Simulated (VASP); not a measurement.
Crystal: NbSi.

```
Nb Si
1.0
     0.00000    2.57383    2.57383
     2.57383    0.00000    2.57383
     2.57383    2.57383    0.00000
Nb Si
1 1
Cartesian
  0.0000 0.0000 0.0000
  2.5738 2.5738 2.5738
```

Base run:

```yaml
Program: VASP 6.6.1
Functional: LDA
Potentials_or_basis: VASP PAW LDA potentials, release 64 (Nb_sv, Si)
Cutoff: 520 eV
k_mesh: 9 × 9 × 9
Occupations: fermi-dirac, width 0.05 eV
Spin: no spin polarisation
Hubbard_terms: Nb d U = 5.0 eV
```

Its results: band gap on the k mesh zero (an odd number of electrons rules out a gap without spin polarisation); pressure -1.0 GPa.

The run is repeated on the same cell with these changes: hubbard terms from Nb d U = 5.0 eV to Nb d U = 3.0 eV. What comes out?

Band gap on the k mesh zero (an odd number of electrons rules out a gap without spin polarisation); pressure -3.5 GPa.

Caveats: U without spin polarisation on a metal has little footing; the U is typed as a test and isn't derived for this compound; the cell stands under tension (at least some runs).
